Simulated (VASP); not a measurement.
# Al9N in VASP: a series of runs, part 2 of 2

VASP 6.6.1. Earlier steps stand in the parts before.

### 3 Single point, PBE

INCAR

```
PREC = Accurate ; ENCUT = 520
EDIFF = 1E-6 ; ISMEAR = 0
SIGMA = 0.1 ; LREAL = Auto
LASPH = True ; NELM = 80
ALGO = Normal ; ISIF = 2
LWAVE = False ; LCHARG = True
LDIPOL = True ; IDIPOL = 3
DIPOL = 0.5 0.5 0.300 ; GGA = PE
LELF = True ; LVHAR = True
LVACPOTAV = True ; NBANDS = 48
```

KPOINTS

```
regular mesh
0
Gamma
  5 3 1
```

POSCAR

```
Al9N
1.0
    5.7070863110      0.0000000000      0.0000000000
   -1.4267715777      9.7014842372      0.0000000000
    0.0000000000      0.0000000000     22.7903703877
Al N
18 2
Direct
    0.2662216041      0.0648864163      0.1755127245
    0.7662216041      0.0648864163      0.1755127245
    0.3354806058      0.3419224231      0.2192029851
    0.8354806058      0.3419224231      0.2192029851
    0.1493324061      0.5973296244      0.2279410371
    0.6493324061      0.5973296244      0.2279410371
    0.4631842064      0.8527368258      0.2366790893
    0.9631842064      0.8527368258      0.2366790893
    0.0319772075      0.1277109158      0.2808262501
    0.5319772075      0.1277109158      0.2808262501
    0.0997917578      0.4042231245      0.3301071117
    0.5997917578      0.4042231245      0.3301071117
    0.4144000538      0.6596656467      0.3369822073
    0.9144000538      0.6596656467      0.3369822073
    0.2263076930      0.9110819227      0.3449259125
    0.7263076930      0.9110819227      0.3449259125
    0.2962427187      0.1814071959      0.3857054641
    0.7962427187      0.1814071959      0.3857054641
    0.2498348608      0.9110819227      0.4629310629
    0.7027805251      0.9110819227      0.4629310629
```

Potentials or basis: VASP PAW PBE potentials, release 64 (Al, N).

Run with:

```
> cat potpaw_PBE.64/Al/POTCAR potpaw_PBE.64/N/POTCAR > POTCAR
> mpirun -np 1 vasp_std > vasp.out
```

OUTCAR:

```text
PREC = Accurate
   ENCUT = 520
   EDIFF = 1E-6
   ISMEAR = 0
   LREAL = Auto
   LASPH = True
   NELM = 80
   ISIF = 2
   GGA = PE

 ion  position               nearest neighbor table
   1  0.266  0.065  0.176-   2 2.85   2 2.85   9 2.86  10 2.86   7 2.87   3 2.87   8 2.87
   2  0.766  0.065  0.176-   1 2.85   1 2.85  10 2.86   9 2.86   8 2.87   4 2.87   7 2.87
   3  0.335  0.342  0.219-   4 2.85   4 2.85   6 2.87   5 2.87   1 2.87   9 2.89  10 2.89  12 2.96
                            11 2.97
   4  0.835  0.342  0.219-   3 2.85   3 2.85   5 2.87   6 2.87   2 2.87  10 2.89   9 2.89  11 2.96
                            12 2.97
   5  0.149  0.597  0.228-   6 2.85   6 2.85   4 2.87   3 2.87   7 2.87   8 2.87  13 2.93  14 2.93
[... 627 lines left out ...]
  external PRESSURE =     -18.8625266 kB  Pullay stress =       0.0000000 kB

 VOLUME and BASIS-vectors are now :
 -----------------------------------------------------------------------------
  energy-cutoff  :      520.00
  volume of cell :     1261.84
      direct lattice vectors                 reciprocal lattice vectors
     5.707086311  0.000000000  0.000000000     0.175220760  0.025769253  0.000000000
    -1.426771578  9.701484237  0.000000000     0.000000000  0.103077011  0.000000000
     0.000000000  0.000000000 22.790370388     0.000000000  0.000000000  0.043878181

 POSITION                                       TOTAL-FORCE (eV/Angst)
 -----------------------------------------------------------------------------------
      1.42677      0.62949      4.00000        -0.018388      0.099622      0.087841
      4.28031      0.62949      4.00000         0.005962      0.099014      0.090797
      1.42677      3.31715      4.99572        -0.005349      0.073759      0.091241
      4.28031      3.31715      4.99572         0.008833      0.065564      0.104466
      0.00000      5.79498      5.19486        -0.009007     -0.101621     -0.029767
      2.85354      5.79498      5.19486        -0.006293     -0.084644     -0.034655
[... 12 lines left out ...]
      0.12592      8.83885     10.55037         1.617052      0.698238     -2.500532
      2.71092      8.83885     10.55037        -1.605983      0.704072     -2.489702
 -----------------------------------------------------------------------------------
    total drift:                               -0.007891     -0.033079     -0.007351

  FREE ENERGIE OF THE ION-ELECTRON SYSTEM (eV)
  ---------------------------------------------------
  free  energy   TOTEN  =       -67.8148749608 eV

  energy  without entropy=      -67.7639887232  energy(sigma->0) =      -67.78943184

 vacuum level on the upper side and lower side of the slab         4.266         2.390
```

OSZICAR:

```text
N       E                     dE             d eps       ncg     rms          rms(c)
DAV:   1     0.284829324258E+03    0.28483E+03   -0.18204E+04   768   0.913E+02
DAV:   2    -0.318172809328E+02   -0.31665E+03   -0.30292E+03  1112   0.162E+02
DAV:   3    -0.681236721790E+02   -0.36306E+02   -0.27856E+02  1056   0.450E+01
[... 21 lines left out ...]
DAV:  25    -0.678148615055E+02   -0.19906E-04   -0.14017E-06   736   0.297E-03    0.145E-03
DAV:  26    -0.678148689093E+02   -0.74038E-05   -0.45405E-07   592   0.202E-03    0.868E-04
DAV:  27    -0.678148726185E+02   -0.37092E-05   -0.23616E-07   568   0.142E-03    0.560E-04
DAV:  28    -0.678148743207E+02   -0.17023E-05   -0.11223E-07   552   0.107E-03    0.289E-04
DAV:  29    -0.678148749608E+02   -0.64004E-06   -0.60357E-08   552   0.845E-04
   1 F= -.67814875E+02 E0= -.67789432E+02  d E =-.508862E-01
```

stdout:

```text
POSCAR found type information on POSCAR AlN
 POSCAR found :  2 types and      20 ions
 scaLAPACK will be used
 LDA part: xc-table for (Slater+PW92), standard interpolation
 POSCAR, INCAR and KPOINTS ok, starting setup
 FFT: planning ... GRIDC
 FFT: planning ... GRID_SOFT
 FFT: planning ... GRID
 WAVECAR not read
 entering main loop
 -----------------------------------------------------------------------------
|                                                                             |
|           W    W    AA    RRRRR   N    N  II  N    N   GGGG   !!!           |
|           W    W   A  A   R    R  NN   N  II  NN   N  G    G  !!!           |
|           W    W  A    A  R    R  N N  N  II  N N  N  G       !!!           |
|           W WW W  AAAAAA  RRRRR   N  N N  II  N  N N  G  GGG   !            |
|           WW  WW  A    A  R   R   N   NN  II  N   NN  G    G                |
|           W    W  A    A  R    R  N    N  II  N    N   GGGG   !!!           |
|                                                                             |
|     Did not find any points to average over, which means that no vacuum     |
|     field-free region was found. Please increase the size of  your cell     |
|     in the dimension of the dipole correction to obtain accurate            |
|     workfunction values.                                                    |
|                                                                             |
 -----------------------------------------------------------------------------
```

Wall time 42 min (1 thread of Intel Xeon 8259CL, shared host); peak memory 1.2 GiB.

What came out:

```
Free energy            : -67.8149 eV
Largest force          : 3.059 eV/Å
Band gap on the k mesh : zero (bands 32 and 33 overlap by 0.49 eV)
```

Forces on the atoms (eV/Å):
```
Al  -0.018  0.100  0.088
Al   0.006  0.099  0.091
Al  -0.005  0.074  0.091
Al   0.009  0.066  0.104
Al  -0.009 -0.102 -0.030
Al  -0.006 -0.085 -0.035
Al  -0.003 -0.064 -0.078
Al  -0.009 -0.076 -0.099
Al   0.001 -0.082  0.053
Al   0.004 -0.090  0.055
Al   0.014 -0.007  0.016
Al   0.003  0.002  0.033
Al  -0.001 -0.102  0.087
Al  -0.024 -0.083  0.064
Al   0.087 -0.188  1.701
Al  -0.053 -0.199  1.702
Al   0.005 -0.334  0.571
Al  -0.011 -0.333  0.575
N    1.617  0.698 -2.501
N   -1.606  0.704 -2.490
```

Levels at points of the mesh, in eV from the Fermi level:
```
           k point  band 30  band 31  band 32  band 33  band 34  band 35
(0.00, 0.00, 0.00)    -0.69    -0.58    -0.47    -0.37     0.07     0.16
```

### 4 Single point, PBE

INCAR

```
ALGO = Normal
DIPOL = 0.5 0.5 0.296
EDIFF = 1E-7
ENCUT = 520
GGA = PE
IDIPOL = 3
ISIF = 2
ISMEAR = 0
LASPH = T
LCHARG = T
LDIPOL = T
LELF = T
LREAL = Auto
LVACPOTAV = T
LVHAR = T
LWAVE = F
NBANDS = 48
NELM = 100
PREC = Accurate
SIGMA = 0.1
```

KPOINTS

```
k-points
0
Gamma
  5 3 1
```

POSCAR: that of step 3 with these lines changed.

```diff
@@ -26,3 +26,3 @@
     0.7962427187      0.1814071959      0.3857054641
-    0.2498348608      0.9110819227      0.4629310629
-    0.7027805251      0.9110819227      0.4629310629
+    0.2134765532      0.9110819227      0.4208080090
+    0.7391388328      0.9110819227      0.4208080090
```

Potentials or basis: VASP PAW PBE potentials, release 64 (Al, N).

Run with:

```
> cat potpaw_PBE.64/Al/POTCAR potpaw_PBE.64/N/POTCAR > POTCAR
> mpirun -np 1 vasp_std > vasp.out
```

OUTCAR:

```text
EDIFF = 1E-7
   ENCUT = 520
   GGA = PE
   ISIF = 2
   ISMEAR = 0
   LASPH = T
   LREAL = Auto
   NELM = 100
   PREC = Accurate

 ion  position               nearest neighbor table
   1  0.266  0.065  0.176-   2 2.85   2 2.85   9 2.86  10 2.86   7 2.87   3 2.87   8 2.87
   2  0.766  0.065  0.176-   1 2.85   1 2.85  10 2.86   9 2.86   8 2.87   4 2.87   7 2.87
   3  0.335  0.342  0.219-   4 2.85   4 2.85   6 2.87   5 2.87   1 2.87   9 2.89  10 2.89  12 2.96
                            11 2.97
   4  0.835  0.342  0.219-   3 2.85   3 2.85   5 2.87   6 2.87   2 2.87  10 2.89   9 2.89  11 2.96
                            12 2.97
   5  0.149  0.597  0.228-   6 2.85   6 2.85   4 2.87   3 2.87   7 2.87   8 2.87  13 2.93  14 2.93
                            11 2.99
   6  0.649  0.597  0.228-   5 2.85   5 2.85   3 2.87   4 2.87   8 2.87   7 2.87  14 2.93  13 2.93
[... 631 lines left out ...]
  energy-cutoff  :      520.00
  volume of cell :     1261.84
      direct lattice vectors                 reciprocal lattice vectors
     5.707086311  0.000000000  0.000000000     0.175220760  0.025769253  0.000000000
    -1.426771578  9.701484237  0.000000000     0.000000000  0.103077011  0.000000000
     0.000000000  0.000000000 22.790370388     0.000000000  0.000000000  0.043878181

 POSITION                                       TOTAL-FORCE (eV/Angst)
 -----------------------------------------------------------------------------------
      1.42677      0.62949      4.00000        -0.011186      0.103111      0.038954
      4.28031      0.62949      4.00000        -0.000955      0.103855      0.040168
      1.42677      3.31715      4.99572        -0.014933      0.005371      0.099075
      4.28031      3.31715      4.99572        -0.006795      0.008234      0.089740
      0.00000      5.79498      5.19486        -0.025047     -0.052991      0.011661
      2.85354      5.79498      5.19486         0.009929     -0.056409      0.018536
[... 12 lines left out ...]
     -0.08158      8.83885      9.59037        -0.345076      1.088402      1.419105
      2.91842      8.83885      9.59037         0.347769      1.092929      1.414343
 -----------------------------------------------------------------------------------
    total drift:                               -0.008173     -0.031700     -0.004607

  FREE ENERGIE OF THE ION-ELECTRON SYSTEM (eV)
  ---------------------------------------------------
  free  energy   TOTEN  =       -72.3813320094 eV

  energy  without entropy=      -72.3117368676  energy(sigma->0) =      -72.34653444

 vacuum level on the upper side and lower side of the slab         3.991         2.479
```

It took 45 min on 1 thread of Intel Xeon 8259CL, shared host; peak memory 1.2 GiB.

Results:

* Free energy: -72.3813 eV
* Largest force: 2.098 eV/Å
* Band gap on the k mesh: zero (bands 32 and 33 overlap by 0.18 eV)

Forces on the atoms (eV/Å):
```
Al  -0.011  0.103  0.039
Al  -0.001  0.104  0.040
Al  -0.015  0.005  0.099
Al  -0.007  0.008  0.090
Al  -0.025 -0.053  0.012
Al   0.010 -0.056  0.019
Al  -0.003 -0.082  0.016
Al  -0.001 -0.071  0.019
Al   0.013 -0.034 -0.030
Al   0.007 -0.032 -0.011
Al   0.006 -0.008  0.067
Al   0.011  0.000  0.053
Al  -0.019 -0.155  0.014
Al  -0.010 -0.167  0.030
Al   0.122 -0.119 -2.085
Al  -0.084 -0.110 -2.093
Al  -0.003 -0.754  0.443
Al   0.007 -0.760  0.446
N   -0.345  1.088  1.419
N    0.348  1.093  1.414
```

### 5 Summary

| cell | gap on the mesh (eV) | largest force (eV/Å) |
| --- | --- | --- |
| as given, atomic positions A | none | 3.12 |
| as given, atomic positions B | none | 3.06 |
| as given, atomic positions C | none | 2.10 |

Alike in all rows: task single point; level PBE; potentials or basis VASP PAW PBE potentials, release 64 (Al, N); no spin polarisation; k mesh 5 × 3 × 1; cutoff (eV) 520; smearing gaussian 0.1 eV.

Absolute energies hang on the potentials; compare differences alone.
